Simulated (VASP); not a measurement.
# W in VASP: further runs

W is run at these levels: PBEsol; tasks: single point.

Everything below comes from runs of VASP 6.6.1. Logs are shortened: lines on timing, memory, paths and dates and some standing lists are left out, and cuts for length are marked.

**1. The cell of the first run**

The cell holds a slab with vacuum, 12 atoms: a = 4.461 Å, b = 4.461 Å, c = 25.016 Å, α = 90.00°, β = 90.00°, γ = 120.00°.

**2. Single point, PBEsol**

Input file INCAR:

```
  PREC = Accurate
  ENCUT = 520
  EDIFF = 1E-7
  ISMEAR = 0
  SIGMA = 0.1
  LREAL = F
  LASPH = T
  NELM = 100
  ALGO = Normal
  ISIF = 2
  LWAVE = F
  LCHARG = F
  LDIPOL = T
  IDIPOL = 3
  DIPOL = 0.5 0.5 0.500
  GGA = PS
  NBANDS = 96
```

Input file KPOINTS:

```
Automatic mesh
0
Gamma
  9 9 1
```

Input file POSCAR:

```
W
1.0
    4.4609390818      0.0000000000      0.0000000000
   -2.2304695409      3.8632865695      0.0000000000
    0.0000000000      0.0000000000     25.0164391470
W
12
Direct
    0.6666666667      0.3333333333      0.3105802993
    0.3333333333      0.6666666667      0.3393952751
    0.0000000000      0.0000000000      0.3669768449
    0.6666666667      0.3333333333      0.4098071027
    0.3333333333      0.6666666667      0.4440887564
    0.0000000000      0.0000000000      0.4812386115
    0.6666666667      0.3333333333      0.5187613897
    0.3333333333      0.6666666667      0.5559112447
    0.0000000000      0.0000000000      0.5901928971
    0.6666666667      0.3333333333      0.6330231559
    0.3333333333      0.6666666667      0.6606047229
    0.0000000000      0.0000000000      0.6894196999
```

Potentials or basis: VASP PAW PBE potentials, release 64 (W_sv).

The run is started by

```bash
$ cat potpaw_PBE.64/W_sv/POTCAR > POTCAR
$ mpirun -np 1 vasp_std > vasp.out
```

OUTCAR:

```text
PREC = Accurate
   ENCUT = 520
   EDIFF = 1E-7
   ISMEAR = 0
   LREAL = F
   LASPH = T
   NELM = 100
   ISIF = 2
   GGA = PS

 ion  position               nearest neighbor table
   1  0.667  0.333  0.311-   4 2.48   2 2.67   2 2.67   2 2.67   3 2.94   3 2.94   3 2.94
   2  0.333  0.667  0.339-   5 2.62   3 2.67   3 2.67   3 2.67   1 2.67   1 2.67   1 2.67   4 3.12
                             4 3.12   4 3.12
   3  0.000  0.000  0.367-   2 2.67   2 2.67   2 2.67   4 2.79   4 2.79   4 2.79   6 2.86   1 2.94
                             1 2.94   1 2.94   5 3.22   5 3.22   5 3.22
   4  0.667  0.333  0.410-   1 2.48   5 2.71   5 2.71   5 2.71   7 2.73   3 2.79   3 2.79   3 2.79
                             2 3.12   2 3.12   2 3.12   6 3.13   6 3.13   6 3.13
   5  0.333  0.667  0.444-   2 2.62   4 2.71   4 2.71   4 2.71   6 2.74   6 2.74   6 2.74   8 2.80
                             7 3.18   7 3.18   7 3.18   3 3.22   3 3.22   3 3.22
   6  0.000  0.000  0.481-   9 2.73   5 2.74   5 2.74   5 2.74   7 2.74   7 2.74   7 2.74   3 2.86
                             4 3.13   4 3.13   4 3.13   8 3.18   8 3.18   8 3.18
   7  0.667  0.333  0.519-   4 2.73   8 2.74   8 2.74   8 2.74   6 2.74   6 2.74   6 2.74  10 2.86
                             9 3.13   9 3.13   9 3.13   5 3.18   5 3.18   5 3.18
   8  0.333  0.667  0.556-  11 2.62   9 2.71   9 2.71   9 2.71   7 2.74   7 2.74   7 2.74   5 2.80
                             6 3.18   6 3.18   6 3.18  10 3.22  10 3.22  10 3.22
   9  0.000  0.000  0.590-  12 2.48   8 2.71   8 2.71   8 2.71   6 2.73  10 2.79  10 2.79  10 2.79
                            11 3.12  11 3.12  11 3.12   7 3.13   7 3.13   7 3.13
  10  0.667  0.333  0.633-  11 2.67  11 2.67  11 2.67   9 2.79   9 2.79   9 2.79   7 2.86  12 2.94
                            12 2.94  12 2.94   8 3.22   8 3.22   8 3.22
  11  0.333  0.667  0.661-   8 2.62  10 2.67  10 2.67  10 2.67  12 2.67  12 2.67  12 2.67   9 3.12
                             9 3.12   9 3.12
  12  0.000  0.000  0.689-   9 2.48  11 2.67  11 2.67  11 2.67  10 2.94  10 2.94  10 2.94

  LATTYP: Found a hexagonal cell.
 ALAT       =     4.4609390818
 C/A-ratio  =     5.6078862966

  Lattice vectors:

 A1 = (   4.4609390818,   0.0000000000,   0.0000000000)
 A2 = (  -2.2304695409,   3.8632865695,   0.0000000000)
 A3 = (   0.0000000000,   0.0000000000,  25.0164391470)

Analysis of symmetry for initial positions (statically):
=====================================================================
 Subroutine PRICEL returns:
 Original cell was already a primitive cell.

 Routine SETGRP: Setting up the symmetry group for a
 hexagonal supercell.

 Subroutine GETGRP returns: Found 12 space group operations
 (whereof  6 operations were pure point group operations)
 out of a pool of 24 trial point group operations.

The static configuration has the point symmetry C_3v.
 The point group associated with its full space group is D_3d.

Analysis of symmetry for dynamics (positions and initial velocities):
=====================================================================
 Subroutine PRICEL returns:
 Original cell was already a primitive cell.

 Routine SETGRP: Setting up the symmetry group for a
 hexagonal supercell.

 Subroutine GETGRP returns: Found 12 space group operations
 (whereof  6 operations were pure point group operations)
 out of a pool of 24 trial point group operations.

The dynamic configuration has the point symmetry C_3v.
 The point group associated with its full space group is D_3d.

 Subroutine INISYM returns: Found 12 space group operations
 (whereof  6 operations are pure point group operations),
 and found     1 'primitive' translations

----------------------------------------------------------------------------------------

                                     Primitive cell

  volume of cell :     431.1305

  direct lattice vectors                    reciprocal lattice vectors
     4.460939082  0.000000000  0.000000000     0.224168047  0.129423482  0.000000000
    -2.230469541  3.863286570  0.000000000     0.000000000  0.258846964  0.000000000
     0.000000000  0.000000000 25.016439147     0.000000000  0.000000000  0.039973715

  length of vectors
     4.460939082  4.460939082 25.016439147     0.258846964  0.258846964  0.039973715

  position of ions in fractional coordinates (direct lattice)
     0.666666667  0.333333333  0.310580299
     0.333333333  0.666666667  0.339395275
     0.000000000  0.000000000  0.366976845
     0.666666667  0.333333333  0.409807103
     0.333333333  0.666666667  0.444088756
[... 48 lines left out ...]

 Following reciprocal coordinates:
            Coordinates               Weight
  0.000000  0.000000  0.000000      1.000000
  0.111111  0.000000  0.000000      6.000000
  0.222222  0.000000  0.000000      6.000000
  0.333333  0.000000  0.000000      6.000000
  0.444444  0.000000  0.000000      6.000000
  0.111111  0.111111  0.000000      6.000000
  0.222222  0.111111  0.000000     12.000000
  0.333333  0.111111  0.000000     12.000000
  0.444444  0.111111  0.000000      6.000000
  0.222222  0.222222  0.000000      6.000000
  0.333333  0.222222  0.000000     12.000000
  0.333333  0.333333  0.000000      2.000000
   k-points           NKPTS =     12   k-points in BZ     NKDIM =     12   number of bands    NBANDS=     96
   number of dos      NEDOS =    301   number of ions     NIONS =     12
   total plane-waves  NPLWV = 248832
   dimension x,y,z NGX =    36 NGY =   36 NGZ =  192
   dimension x,y,z NGXF=    72 NGYF=   72 NGZF=  384
   ions per type =              12
   NGX,Y,Z   is equivalent  to a cutoff of  13.42, 13.42, 12.76 a.u.
   NGXF,Y,Z  is equivalent  to a cutoff of  26.83, 26.83, 25.52 a.u.
 SYSTEM =  unknown system
   PREC   = accura    normal or accurate (medium, high low for compatibility)
   ISTART =      0    job   : 0-new  1-cont  2-samecut
   ICHARG =      2    charge: 1-file 2-atom 10-const
   ISPIN  =      1    spin polarized calculation?
   LNONCOLLINEAR =      F non collinear calculations
   LSORBIT =      F    spin-orbit coupling
   LASPH  =      T    aspherical Exc in radial PAW
   ENCUT  =  520.0 eV  38.22 Ry    6.18 a.u.   8.29  8.29 46.51*2*pi/ulx,y,z
   NELM   =    100;   NELMIN=  2; NELMDL= -5     # of ELM steps
   EDIFF  = 0.1E-06   stopping-criterion for ELM
   LREAL  =      F    real-space projection
   EDIFFG = 0.1E-05   stopping-criterion for IOM
   NSW    =      0    number of steps for IOM
   IBRION =     -1    ionic relax: 0-MD 1-quasi-New 2-CG
   NFREE  =      0    steps in history (QN), initial steepest desc. (CG)
   ISIF   =      2    stress and relaxation
   ISYM   =      2    0-nonsym 1-usesym 2-fastsym
   POTIM  = 0.5000    time-step for ionic-motion
   TEBEG  =    0.0;   TEEND  =   0.0 temperature during run
   PSTRESS=    0.0 pullay stress
   NELECT =     168.0000    total number of electrons
   NUPDOWN=      -1.0000    fix difference up-down
   EMIN   =  10.00;   EMAX   =-10.00  energy-range for DOS
   EFERMI =   0.00;   METHOD = LEGACY
   ISMEAR =     0;   SIGMA  =   0.10  broadening in eV -4-tet -1-fermi 0-gaus
   EFERMI_NEDOS =   21; number of points for ismear=-14 and -15
   IALGO  =     38    algorithm
   IMIX   =      4    mixing-type and parameters
     AMIX     =   0.40;   BMIX     =  1.00
     AMIX_MAG =   1.60;   BMIX_MAG =  1.00
  volume/ion in A,a.u.               =      35.93       242.45
  Fermi-wavevector in a.u.,A,eV,Ry     =   1.195754  2.259647 19.453972  1.429827
  Thomas-Fermi vector in A             =   2.331711
   LORBIT       =      0    0 simple, 1 ext, 2 COOP (PROOUT), +10 PAW based schemes
   GGA     = PS    functional components
   LHFCALC =     F    Hartree Fock is set to
   AEXX    =    0.0000 exact exchange contribution
   IVDW    =     0    specifies the selected vdW correction
   LEPSILON=     F    determine dielectric tensor
   LRPA    =     F    only Hartree local field effects (RPA)
 non-spin polarized calculation
 Gauss-broadening in eV      SIGMA  =   0.10
  energy-cutoff  :      520.00
  volume of cell :      431.13
 maximum number of plane-waves:     11649
 NGX is ok and might be reduce to    36
   NGX = 17   NGY = 17   NGZ = 93

 number of electron     168.0000007 magnetization

 dipolmoment           0.000000      0.000000     -0.000000 electrons x Angstroem

 Free energy of the ion-electron system (eV)
  ---------------------------------------------------
  ext. energy  EPLUGINS =         0.00000000
  ---------------------------------------------------
  free energy    TOTEN  =      -157.35556684 eV

  energy without entropy =     -157.33423446  energy(sigma->0) =     -157.34490065

 E-fermi :   2.5650     XC(G=0):  -6.8952

 val. band max:        2.5160999526   @ k =   0.2222   0.0000   0.0000
 cond. band min:       2.6041499959   @ k =   0.2222   0.2222   0.0000
 fundamental gap:      0.0880500433
 Fermi energy:         2.5650180615

 k-point     1 :       0.0000    0.0000    0.0000
  band No.  band energies     occupation
      1     -71.4418      2.00000
      2     -71.4203      2.00000
      3     -71.3934      2.00000
      4     -71.3643      2.00000
      5     -71.3102      2.00000
      6     -71.2641      2.00000
[... 1177 lines left out ...]
     95       4.0767      0.00000
     96       4.0767      0.00000

------------------------ aborting loop because EDIFF is reached ----------------------------------------

 vacuum level on the upper side and lower side of the slab       (xc-potential included)        -0.092        -0.092

  FORCE on cell =-STRESS in cart. coord.  units (eV):
  Direction    XX          YY          ZZ          XY          YZ          ZX
  --------------------------------------------------------------------------------------
  -------------------------------------------------------------------------------------
  Total       -4.0172932     -4.0172932      0.8505476      0.0000000      0.0000000      0.0000000
  in kB      -14.9291610    -14.9291610      3.1608255      0.0000000      0.0000000      0.0000000
  external PRESSURE =      -8.8991655 kB  Pullay stress =       0.0000000 kB

 VOLUME and BASIS-vectors are now :
 -----------------------------------------------------------------------------
  energy-cutoff  :      520.00
  volume of cell :      431.13
      direct lattice vectors                 reciprocal lattice vectors
     4.460939082  0.000000000  0.000000000     0.224168047  0.129423482  0.000000000
    -2.230469541  3.863286570  0.000000000     0.000000000  0.258846964  0.000000000
     0.000000000  0.000000000 25.016439147     0.000000000  0.000000000  0.039973715

 POSITION                                       TOTAL-FORCE (eV/Angst)
 -----------------------------------------------------------------------------------
      2.23047      1.28776      7.76961        -0.000000     -0.000000     -0.091216
     -0.00000      2.57552      8.49046         0.000000      0.000000     -0.035588
      0.00000      0.00000      9.18045        -0.000000      0.000000     -0.003877
      2.23047      1.28776     10.25191         0.000000     -0.000000      0.037368
     -0.00000      2.57552     11.10952        -0.000000      0.000000      0.010524
      0.00000      0.00000     12.03888         0.000000      0.000000     -0.008607
      2.23047      1.28776     12.97756        -0.000000      0.000000      0.008607
     -0.00000      2.57552     13.90692        -0.000000     -0.000000     -0.010524
      0.00000      0.00000     14.76452        -0.000000      0.000000     -0.037368
      2.23047      1.28776     15.83599         0.000000     -0.000000      0.003877
     -0.00000      2.57552     16.52598        -0.000000      0.000000      0.035588
      0.00000      0.00000     17.24683         0.000000      0.000000      0.091216
 -----------------------------------------------------------------------------------
    total drift:                               -0.000000      0.000000     -0.000012

  FREE ENERGIE OF THE ION-ELECTRON SYSTEM (eV)
  ---------------------------------------------------
  free  energy   TOTEN  =      -157.3555668449 eV

  energy  without entropy=     -157.3342344618  energy(sigma->0) =     -157.34490065

 vacuum level on the upper side and lower side of the slab         6.727         6.727
```

It took 12 min on 1 thread of Intel Xeon 6975P-C (Granite Rapids), shared host; peak memory 0.73 GiB.

What came out:

```yaml
Free_energy: -157.3556 eV
Largest_force: 0.091 eV/Å
Band_gap_on_the_k_mesh: zero (band 84 reaches 2.78 eV, above the bottom of band 85 at 2.30 eV)
```

Forces on the atoms (eV/Å):
```
W    0.000  0.000 -0.091
W    0.000  0.000 -0.036
W    0.000  0.000 -0.004
W    0.000  0.000  0.037
W    0.000  0.000  0.011
W    0.000  0.000 -0.009
W    0.000  0.000  0.009
W    0.000  0.000 -0.011
W    0.000  0.000 -0.037
W    0.000  0.000  0.004
W    0.000  0.000  0.036
W    0.000  0.000  0.091
```

Levels at points of the mesh, in eV from the Fermi level:
| k point | band 82 | band 83 | band 84 | band 85 | band 86 | band 87 |
| --- | --- | --- | --- | --- | --- | --- |
| (0.00, 0.00, 0.00) | -0.93 | -0.93 | -0.70 | 0.33 | 1.63 | 1.72 |

Caveat: the PAW data sets were made with another functional, which shifts forces and pressure a little; spin-orbit coupling is left out, which moves the levels of the heavy elements.

**3. Single point, PBEsol**

Input file INCAR:

```
PREC = Accurate
ENCUT = 520
EDIFF = 1E-6
ISMEAR = 0
SIGMA = 0.1
LREAL = F
LASPH = T
NELM = 80
ALGO = Normal
ISIF = 2
LWAVE = F
LCHARG = F
LDIPOL = T
IDIPOL = 3
DIPOL = 0.5 0.5 0.500
GGA = PS
NBANDS = 96
```

Input file KPOINTS:

```
regular mesh
0
Gamma
  9 9 1
```

Input file POSCAR:

```
W
1.0
    4.4609390818      0.0000000000      0.0000000000
   -2.2304695409      3.8632865695      0.0000000000
    0.0000000000      0.0000000000     25.0164391470
W
12
Direct
    0.6666666667      0.3333333333      0.2998028599
    0.3333333333      0.6666666667      0.3362023399
    0.0000000000      0.0000000000      0.3726018199
    0.6666666667      0.3333333333      0.4090012999
    0.3333333333      0.6666666667      0.4454007800
    0.0000000000      0.0000000000      0.4818002600
    0.6666666667      0.3333333333      0.5181997400
    0.3333333333      0.6666666667      0.5545992200
    0.0000000000      0.0000000000      0.5909987001
    0.6666666667      0.3333333333      0.6273981801
    0.3333333333      0.6666666667      0.6637976601
    0.0000000000      0.0000000000      0.7001971401
```

Potentials or basis: VASP PAW PBE potentials, release 64 (W_sv).

The run is started by

```bash
$ cat potpaw_PBE.64/W_sv/POTCAR > POTCAR
$ mpirun -np 1 vasp_std > vasp.out
```

Wall time 27 min (1 thread of AMD EPYC 7R13 (Zen 3), shared host); peak memory 0.68 GiB.

The run converged. Its results:

```yaml
Free_energy: -156.2576 eV
Largest_force: 2.743 eV/Å
Band_gap_on_the_k_mesh: zero (band 84 reaches 2.71 eV, above the bottom of band 85 at 2.60 eV)
```

Forces on the atoms (eV/Å):
```
W    0.000  0.000  2.743
W    0.000  0.000  0.097
W    0.000  0.000 -1.288
W    0.000  0.000 -1.102
W    0.000  0.000 -0.679
W    0.000  0.000  0.020
W    0.000  0.000 -0.020
W    0.000  0.000  0.679
W    0.000  0.000  1.102
W    0.000  0.000  1.288
W    0.000  0.000 -0.097
W    0.000  0.000 -2.743
```

Levels at points of the mesh, in eV from the Fermi level:
| k point | band 81 | band 82 | band 83 | band 84 | band 85 | band 86 | band 87 | band 88 |
| --- | --- | --- | --- | --- | --- | --- | --- | --- |
| (0.00, 0.00, 0.00) | -1.15 | -1.15 | -0.90 | -0.40 | -0.10 | 0.99 | 1.38 | 1.59 |

Caveat: the PAW data sets were made with another functional, which shifts forces and pressure a little; spin-orbit coupling is left out, which moves the levels of the heavy elements.
